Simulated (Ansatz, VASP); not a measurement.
## CsCaF3 in VASP and in Ansatz

INCAR

```
SYSTEM = CsCaF3
PREC = Accurate
ENCUT = 520
EDIFF = 1E-6
ISMEAR = 0
SIGMA = 0.05
LREAL = .False.
LASPH = .True.
NELM = 100
ALGO = Normal
ISIF = 2
LWAVE = .False.
LCHARG = .False.
GGA = CA
NBANDS = 28
```

KPOINTS

```
regular mesh
0
Gamma
  6 6 6
  0 0 0
```

POSCAR

```
CsCaF3
1.0
    4.5883389954      0.0000000000      0.0000000000
    0.0000000000      4.5883389954      0.0000000000
    0.0000000000      0.0000000000      4.6561469609
Cs Ca F
1 1 3
Direct
    0.0000000000      0.0000000000      0.0000000000
    0.5000000000      0.5000000000      0.5000000000
    0.0000000000      0.5000000000      0.5000000000
    0.5000000000      0.0000000000      0.5000000000
    0.5000000000      0.5000000000      0.0000000000
```

Input for Ansatz:

```yaml
crystal:
  lattice:
    - [4.5883389954, 0.0, 0.0]
    - [0.0, 4.5883389954, 0.0]
    - [0.0, 0.0, 4.6561469609]
  atoms:
    - { symbol: Cs, position: [0.0, 0.0, 0.0] }
    - { symbol: Ca, position: [0.5, 0.5, 0.5] }
    - { symbol: F, position: [0.0, 0.5, 0.5] }
    - { symbol: F, position: [0.5, 0.0, 0.5] }
    - { symbol: F, position: [0.5, 0.5, 0.0] }
basis:
  ecutwfc: 420
kpoints:
  mp_grid: { grid: [6, 6, 6] }
hamiltonian:
  xc: lda
scf:
  occupations: { method: gaussian, width: 0.05 }
output:
  forces: true
  stress: true
  eigenvalues: true
```

Change from the starting cell: strain +0.015 along x and y, +0.030 along z, atoms carried along.

Alike in both runs: task single point; functional LDA; k mesh 6 × 6 × 6; occupations gaussian, width 0.05 eV; no spin polarisation.

|  | VASP | Ansatz |
| --- | --- | --- |
| version | VASP 6.6.1 | Ansatz 0.2.0 |
| potentials or method | VASP PAW LDA potentials, release 64 (Cs_sv, Ca_sv, F), cutoff 520 eV | scalar-relativistic, plane waves, PAW |
| valence electrons in the cell | 40 | 40 |

Ansatz gave:

* gap on the k mesh at the Fermi level (eV): 6.45
* least direct gap on the mesh (eV): 6.50
* pressure (GPa): -6.3
* traceless stress, the component that is largest in VASP (GPa): -0.49

Problem. What did VASP give for the same quantities?

Solution. gap on the k mesh at the Fermi level (eV): 6.43; least direct gap on the mesh (eV): 6.49; pressure (GPa): -6.2; traceless stress, the component that is largest in VASP (GPa): -0.52.

LDA's correlation is that of Perdew and Zunger in VASP and of Perdew and Wang (1992) in Ansatz.

Neither program's run includes spin-orbit coupling.
